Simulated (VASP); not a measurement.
# CdH2 (R-3m) in VASP: a series of runs

CdH2 is run at these levels: PBE; tasks: single point.

Program: VASP 6.6.1. These are calculated values, not measurements. Logs are shortened: lines on timing, memory, paths and dates and some standing lists are left out, and cuts for length are marked.

## (1) The cell of the first run

Symmetry: R-3m, No. 166, trigonal system. Conventional cell: a = 3.170 Å, b = 3.170 Å, c = 16.156 Å, α = 90.00°, β = 90.00°, γ = 120.00°. Cd (site symmetry -3m) has 6 H at 2.09 Å within 2.8 Å. H (site symmetry 3m) has 3 Cd at 2.09 Å and 3 H at 2.73 Å within 2.8 Å.

## (2) Single point, PBE (atoms taken out)

Contents of INCAR:

```
PREC     = Accurate       # precision mode
ENCUT    = 520            # plane-wave cutoff, eV
EDIFF    = 1E-7           # SCF threshold, eV
ISMEAR   = 0              # smearing method
SIGMA    = 0.1            # smearing width, eV
LREAL    = F              # projectors in reciprocal space
LASPH    = T              # aspherical terms in the spheres
NELM     = 100            # most SCF steps
ALGO     = Normal         # electronic algorithm
ISIF     = 2              # what is computed and relaxed
LWAVE    = F              # write WAVECAR
LCHARG   = F              # write CHGCAR
GGA      = PE             # functional
NBANDS   = 14             # bands
```

Contents of KPOINTS:

```
Automatic mesh
0
Gamma
  6 6 6
```

Contents of POSCAR:

```
CdH2
1.0
    1.5851764700      0.9152020632      5.3854825297
   -1.5851764700      0.9152020632      5.3854825297
    0.0000000000     -1.8304041217      5.3854825305
Cd H
1 2
Direct
    0.0000000000      0.0000000000      0.0000000000
    0.2707590900      0.2707590900      0.2707590900
    0.7292409100      0.7292409100      0.7292409100
```

Potentials or basis: VASP PAW PBE potentials, release 64 (Cd, H).

The run is started by

```
cat potpaw_PBE.64/Cd/POTCAR potpaw_PBE.64/H/POTCAR > POTCAR
mpirun -np 1 vasp_std > vasp.out
```

OUTCAR:

```text
PREC = Accurate
   ENCUT = 520
   EDIFF = 1E-7
   ISMEAR = 0
   LREAL = F
   LASPH = T
   NELM = 100
   ISIF = 2
   GGA = PE

 ion  position               nearest neighbor table
   1  0.000  0.000  0.000-   3 2.09   2 2.09   3 2.09   3 2.09   2 2.09   2 2.09
   2  0.271  0.271  0.271-   1 2.09   1 2.09   1 2.09
   3  0.729  0.729  0.729-   1 2.09   1 2.09   1 2.09

  LATTYP: Found a trigonal (rhomboedric) cell.
 ALAT       =     5.6880402016
 COS(alpha) =     0.8446683643

  Lattice vectors:

 A1 = (   1.5851764700,   0.9152020632,   5.3854825297)
 A2 = (  -1.5851764700,   0.9152020632,   5.3854825297)
 A3 = (   0.0000000000,  -1.8304041217,   5.3854825305)

Analysis of symmetry for initial positions (statically):
=====================================================================
 Subroutine PRICEL returns:
 Original cell was already a primitive cell.

 Routine SETGRP: Setting up the symmetry group for a
 trigonal (rhombohedral) supercell.

 Subroutine GETGRP returns: Found 12 space group operations
 (whereof 12 operations were pure point group operations)
 out of a pool of 12 trial point group operations.

The static configuration has the point symmetry D_3d.

Analysis of symmetry for dynamics (positions and initial velocities):
=====================================================================
 Subroutine PRICEL returns:
 Original cell was already a primitive cell.

 Routine SETGRP: Setting up the symmetry group for a
 trigonal (rhombohedral) supercell.

 Subroutine GETGRP returns: Found 12 space group operations
 (whereof 12 operations were pure point group operations)
 out of a pool of 12 trial point group operations.

The dynamic configuration has the point symmetry D_3d.

 Subroutine INISYM returns: Found 12 space group operations
 (whereof 12 operations are pure point group operations),
 and found     1 'primitive' translations

----------------------------------------------------------------------------------------

                                     Primitive cell

  volume of cell :      46.8782

  direct lattice vectors                    reciprocal lattice vectors
     1.585176470  0.915202063  5.385482530     0.315422295  0.182109147  0.061894794
    -1.585176470  0.915202063  5.385482530    -0.315422295  0.182109147  0.061894794
     0.000000000 -1.830404122  5.385482531     0.000000000 -0.364218294  0.061894794

  length of vectors
     5.688040202  5.688040202  5.688040202     0.369440024  0.369440024  0.369440024

  position of ions in fractional coordinates (direct lattice)
     0.000000000  0.000000000  0.000000000
     0.270759090  0.270759090  0.270759090
     0.729240910  0.729240910  0.729240910

  ion indices of the primitive-cell ions
   primitive index   ion index
                 1           1
                 2           2
                 3           3

----------------------------------------------------------------------------------------

 KPOINTS: Automatic mesh

Automatic generation of k-mesh.
 Grid dimensions read from file:
 generate k-points for:    6    6    6

 Generating k-lattice:

  Cartesian coordinates                     Fractional coordinates (reciprocal lattice)
     0.052570382  0.030351524  0.010315799     0.166666667 -0.000000000  0.000000000
    -0.052570382  0.030351524  0.010315799    -0.000000000  0.166666667  0.000000000
     0.000000000 -0.060703049  0.010315799     0.000000000  0.000000000  0.166666667

  Length of vectors
     0.061573337  0.061573337  0.061573337

  Shift w.r.t. Gamma in fractional coordinates (k-lattice)
     0.000000000  0.000000000  0.000000000

 Subroutine IBZKPT returns following result:
 ===========================================

 Found     32 irreducible k-points:

 Following reciprocal coordinates:
            Coordinates               Weight
  0.000000  0.000000  0.000000      1.000000
  0.166667  0.000000  0.000000      6.000000
  0.333333  0.000000  0.000000      6.000000
  0.500000  0.000000  0.000000      3.000000
  0.166667  0.166667  0.000000      6.000000
  0.333333  0.166667  0.000000     12.000000
[... 16 lines left out ...]
  0.500000  0.500000  0.166667      6.000000
 -0.333333  0.500000  0.166667     12.000000
 [... further k-points ...]
   k-points           NKPTS =     32   k-points in BZ     NKDIM =     32   number of bands    NBANDS=     14
   number of dos      NEDOS =    301   number of ions     NIONS =      3
   total plane-waves  NPLWV =  74088
   dimension x,y,z NGX =    42 NGY =   42 NGZ =   42
   dimension x,y,z NGXF=    84 NGYF=   84 NGZF=   84
   ions per type =               1   2
   NGX,Y,Z   is equivalent  to a cutoff of  12.28, 12.28, 12.28 a.u.
   NGXF,Y,Z  is equivalent  to a cutoff of  24.55, 24.55, 24.55 a.u.
 SYSTEM =  unknown system
   PREC   = accura    normal or accurate (medium, high low for compatibility)
   ISTART =      0    job   : 0-new  1-cont  2-samecut
   ICHARG =      2    charge: 1-file 2-atom 10-const
   ISPIN  =      1    spin polarized calculation?
   LNONCOLLINEAR =      F non collinear calculations
   LSORBIT =      F    spin-orbit coupling
   LASPH  =      T    aspherical Exc in radial PAW
   ENCUT  =  520.0 eV  38.22 Ry    6.18 a.u.  10.58 10.58 10.58*2*pi/ulx,y,z
   NELM   =    100;   NELMIN=  2; NELMDL= -5     # of ELM steps
   EDIFF  = 0.1E-06   stopping-criterion for ELM
   LREAL  =      F    real-space projection
   EDIFFG = 0.1E-05   stopping-criterion for IOM
   NSW    =      0    number of steps for IOM
   IBRION =     -1    ionic relax: 0-MD 1-quasi-New 2-CG
   NFREE  =      0    steps in history (QN), initial steepest desc. (CG)
   ISIF   =      2    stress and relaxation
   ISYM   =      2    0-nonsym 1-usesym 2-fastsym
   POTIM  = 0.5000    time-step for ionic-motion
   TEBEG  =    0.0;   TEEND  =   0.0 temperature during run
   PSTRESS=    0.0 pullay stress
   NELECT =      14.0000    total number of electrons
   NUPDOWN=      -1.0000    fix difference up-down
   EMIN   =  10.00;   EMAX   =-10.00  energy-range for DOS
   EFERMI =   0.00;   METHOD = LEGACY
   ISMEAR =     0;   SIGMA  =   0.10  broadening in eV -4-tet -1-fermi 0-gaus
   EFERMI_NEDOS =   21; number of points for ismear=-14 and -15
   IALGO  =     38    algorithm
   IMIX   =      4    mixing-type and parameters
     AMIX     =   0.40;   BMIX     =  1.00
     AMIX_MAG =   1.60;   BMIX_MAG =  1.00
  volume/ion in A,a.u.               =      15.63       105.45
  Fermi-wavevector in a.u.,A,eV,Ry     =   1.094277  2.067884 16.292195  1.197443
  Thomas-Fermi vector in A             =   2.230579
   LORBIT       =      0    0 simple, 1 ext, 2 COOP (PROOUT), +10 PAW based schemes
   GGA     = PE    functional components
   LHFCALC =     F    Hartree Fock is set to
   AEXX    =    0.0000 exact exchange contribution
   IVDW    =     0    specifies the selected vdW correction
   LEPSILON=     F    determine dielectric tensor
   LRPA    =     F    only Hartree local field effects (RPA)
 non-spin polarized calculation
 Gauss-broadening in eV      SIGMA  =   0.10
  energy-cutoff  :      520.00
  volume of cell :       46.88
 maximum number of plane-waves:      1273
   NGX = 21   NGY = 21   NGZ = 21

 number of electron      13.9999997 magnetization

 Free energy of the ion-electron system (eV)
  ---------------------------------------------------
  ext. energy  EPLUGINS =         0.00000000
  ---------------------------------------------------
  free energy    TOTEN  =        -6.29176518 eV

  energy without entropy =       -6.29176518  energy(sigma->0) =       -6.29176518

 E-fermi :  -1.2763     XC(G=0):  -7.8557

 val. band max:       -1.7742799860   @ k =  -0.1667   0.3333   0.1667
 cond. band min:       0.1925883365   @ k =  -0.3333   0.3333   0.0000
 fundamental gap:      1.9668683225
 Fermi energy:        -1.2763401996

 k-point     1 :       0.0000    0.0000    0.0000
  band No.  band energies     occupation
      1     -10.1109      2.00000
      2      -9.3022      2.00000
      3      -9.3022      2.00000
      4      -8.8281      2.00000
      5      -8.8281      2.00000
      6      -8.3290      2.00000
      7      -4.1135      2.00000
      8       3.0300      0.00000
      9       8.2068      0.00000
     10       9.0558      0.00000
     11      13.1894      0.00000
     12      13.1894      0.00000
     13      15.4541      0.00000
     14      15.4541      0.00000

 k-point     2 :       0.1667    0.0000    0.0000
  band No.  band energies     occupation
      1      -9.8040      2.00000
      2      -9.4071      2.00000
      3      -9.1290      2.00000
      4      -9.0474      2.00000
      5      -8.8563      2.00000
      6      -8.0409      2.00000
      7      -3.3871      2.00000
      8       3.5377      0.00000
      9       6.5133      0.00000
     10       7.4079      0.00000
     11      10.8475      0.00000
     12      11.1983      0.00000
     13      13.7480      0.00000
     14      15.5864      0.00000

 k-point     3 :       0.3333    0.0000    0.0000
  band No.  band energies     occupation
      1     -10.0126      2.00000
      2      -9.3659      2.00000
      3      -8.9849      2.00000
      4      -8.9238      2.00000
      5      -8.7491      2.00000
      6      -6.7198      2.00000
      7      -2.0567      2.00000
      8       2.5424      0.00000
      9       4.8229      0.00000
     10       5.4070      0.00000
     11       8.5921      0.00000
     12      10.3842      0.00000
     13      10.5993      0.00000
     14      13.7874      0.00000
[... 324 lines left out ...]
 k-point    23 :       0.5000    0.5000    0.1667
  band No.  band energies     occupation
      1     -10.0113      2.00000
      2      -9.3691      2.00000
      3      -8.9834      2.00000
      4      -8.9229      2.00000
      5      -8.7491      2.00000
      6      -6.6379      2.00000
      7      -2.3217      2.00000
      8       2.1865      0.00000
      9       4.5010      0.00000
     10       8.1997      0.00000
     11       8.4410      0.00000
     12       9.1845      0.00000
     13      11.2241      0.00000
     14      13.0376      0.00000

 k-point    24 :      -0.3333    0.5000    0.1667
  band No.  band energies     occupation
      1      -9.9562      2.00000
      2      -9.3619      2.00000
      3      -9.1509      2.00000
      4      -8.9515      2.00000
      5      -8.7449      2.00000
      6      -4.9735      2.00000
      7      -1.9267      2.00000
      8       1.2678      0.00000
      9       3.1663      0.00000
     10       5.6534      0.00000
     11       8.1078      0.00000
     12      10.2060      0.00000
     13      10.9246      0.00000
     14      12.3228      0.00000

 [... further k-points ...]
[... 5 lines left out ...]
  --------------------------------------------------------------------------------------
  -------------------------------------------------------------------------------------
  Total        0.1063527      0.1063527      0.0661878     -0.0000000     -0.0000000      0.0000000
  in kB        3.6348686      3.6348686      2.2621341     -0.0000000     -0.0000000      0.0000000
  external PRESSURE =       3.1772905 kB  Pullay stress =       0.0000000 kB

 VOLUME and BASIS-vectors are now :
 -----------------------------------------------------------------------------
  energy-cutoff  :      520.00
  volume of cell :       46.88
      direct lattice vectors                 reciprocal lattice vectors
     1.585176470  0.915202063  5.385482530     0.315422295  0.182109147  0.061894794
    -1.585176470  0.915202063  5.385482530    -0.315422295  0.182109147  0.061894794
     0.000000000 -1.830404122  5.385482531     0.000000000 -0.364218294  0.061894794

 POSITION                                       TOTAL-FORCE (eV/Angst)
 -----------------------------------------------------------------------------------
      0.00000      0.00000      0.00000        -0.000000     -0.000000     -0.000000
      0.00000      0.00000      4.37451         0.000000     -0.000000     -0.035798
      0.00000      0.00000     11.78194         0.000000      0.000000      0.035798
 -----------------------------------------------------------------------------------
    total drift:                                0.000000     -0.000000      0.000000

  FREE ENERGIE OF THE ION-ELECTRON SYSTEM (eV)
  ---------------------------------------------------
  free  energy   TOTEN  =        -6.2917651822 eV

  energy  without entropy=       -6.2917651822  energy(sigma->0) =       -6.29176518
```

It took 21 s on 1 thread of Intel Xeon Platinum 8559C (Emerald Rapids), shared host; peak memory 0.25 GiB.

Results:

* Free energy: -6.2918 eV
* Pressure: 0.3 GPa
* Largest force: 0.036 eV/Å
* Band gap on the k mesh: 1.97 eV (least direct gap 2.94 eV)

Forces on the atoms (eV/Å):
```
Cd   0.000  0.000  0.000
H    0.000  0.000 -0.036
H    0.000  0.000  0.036
```

Stress tensor (GPa, compression positive):
```
0.36 0.00 0.00
0.00 0.36 0.00
0.00 0.00 0.23
```

Caveat: the cell differs from its parent crystal (atoms taken out). A k mesh can miss the band edges.

## (3) Single point, PBE (atoms taken out)

Contents of INCAR:

```
PREC = Accurate ; ENCUT = 520
EDIFF = 1E-6 ; ISMEAR = 0
SIGMA = 0.1 ; LREAL = False
LASPH = True ; NELM = 60
ALGO = Normal ; ISIF = 2
LWAVE = False ; LCHARG = False
GGA = PE ; NBANDS = 14
```

KPOINTS is that of step 2.

Contents of POSCAR:

```
CdH2
1.0
    1.7309974000      0.9993918200      5.6534138400
   -1.7309974000      0.9993918200      5.6534138400
    0.0000000000     -1.9987836300      5.6534138400
Cd H
1 2
Direct
    0.0000000000      0.0000000000      0.0000000000
    0.2500000000      0.2500000000      0.2500000000
    0.7500000000      0.7500000000      0.7500000000
```

Potentials or basis: VASP PAW PBE potentials, release 64 (Cd, H).

The run is started by

```
cat potpaw_PBE.64/Cd/POTCAR potpaw_PBE.64/H/POTCAR > POTCAR
mpirun -np 1 vasp_std > vasp.out
```

Run time: 34 s. Hardware: 1 thread of Intel Xeon Platinum 8559C (Emerald Rapids), shared host; peak memory 0.31 GiB.

The run converged. Its results:

```
Free energy            : -5.4063 eV
Pressure               : -8.9 GPa
Largest force          : 1.163 eV/Å
Band gap on the k mesh : 1.36 eV (least direct gap 1.83 eV)
```

Forces in eV/Å, atoms in the order of the input:
```
Cd   0.000  0.000  0.000
H    0.000  0.000  1.163
H    0.000  0.000 -1.163
```

Stress tensor (GPa, compression positive):
```
-8.90  0.00  0.00
 0.00 -8.90  0.00
 0.00  0.00 -9.03
```

Levels at points of the mesh, in eV from the valence-band top:
```tsv
k point	band 3	band 4	band 5	band 6	band 7	band 8	band 9	band 10	band 11	band 12
(0.00, 0.00, 0.00)	-7.38	-7.12	-7.12	-5.24	-1.47	3.32	9.39	9.54	12.42	12.42
(0.50, 0.00, 0.00)	-7.18	-7.11	-6.99	-1.68	-0.88	2.46	4.24	6.95	8.48	9.80
(0.50, 0.50, 0.00)	-7.18	-7.11	-6.99	-1.77	-0.58	2.09	3.66	8.32	8.45	9.42
(0.50, 0.50, 0.50)	-7.38	-7.12	-7.12	-5.01	-2.27	5.10	8.15	9.96	12.28	12.28
```

Caveat: the cell differs from its parent crystal (atoms taken out); the cell stands under tension; forces of over 1 eV/Å act on the atoms, so gaps and moduli don't describe the material at rest.
